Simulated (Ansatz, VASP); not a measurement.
# One calculation of TePb, two programs

Contents of INCAR:

```
SYSTEM = TePb
PREC = Accurate ; ENCUT = 520
EDIFF = 1E-7 ; ISMEAR = -1
SIGMA = 0.05 ; LREAL = .False.
LASPH = .True. ; NELM = 80
ALGO = Normal ; ISIF = 2
LWAVE = .False. ; LCHARG = .False.
GGA = PE ; NBANDS = 17
```

KPOINTS

```
regular mesh
0
Gamma
  12 12 12
  0 0 0
```

The input POSCAR:

```
TePb
1.0
    0.0000000000      3.2254449544      3.2254449544
    3.2254449544      0.0000000000      3.2254449544
    3.2254449544      3.2254449544      0.0000000000
Pb Te
1 1
Direct
    0.0000000000      0.0000000000      0.0000000000
    0.2500000000      0.2500000000      0.2500000000
```

Input for Ansatz:

```yaml
crystal:
  lattice:
    - [0.0, 3.2254449544, 3.2254449544]
    - [3.2254449544, 0.0, 3.2254449544]
    - [3.2254449544, 3.2254449544, 0.0]
  atoms:
    - { symbol: Pb, position: [0.0, 0.0, 0.0] }
    - { symbol: Te, position: [0.25, 0.25, 0.25] }
kpoints:
  mp_grid: { grid: [12, 12, 12] }
scf:
  occupations: { method: fermi_dirac, width: 0.05 }
hamiltonian:
  xc: pbe
  pseudopotentials: { kind: all_electron, lapw: { basis_error: 0.001 } }
output:
  forces: true
  stress: true
  eigenvalues: true
  populations: true
```

Change from the starting cell: volume scaled by 0.68, LAPW.

Alike in both runs: task single point; functional PBE; k mesh 12 × 12 × 12; occupations fermi-dirac, width 0.05 eV; no spin polarisation.

```csv
,VASP,Ansatz
version,VASP 6.6.1,Ansatz 0.2.0
potentials or method,"VASP PAW PBE potentials, release 64 (Pb_d, Te), cutoff 520 eV","all-electron LAPW, scalar-relativistic"
```

```csv
,VASP,Ansatz,Ansatz less VASP
pressure (GPa),20.4,20.4,+0.06
```

Ansatz ran all-electron here, and VASP with PAW potentials.

Spin-orbit coupling is off throughout.
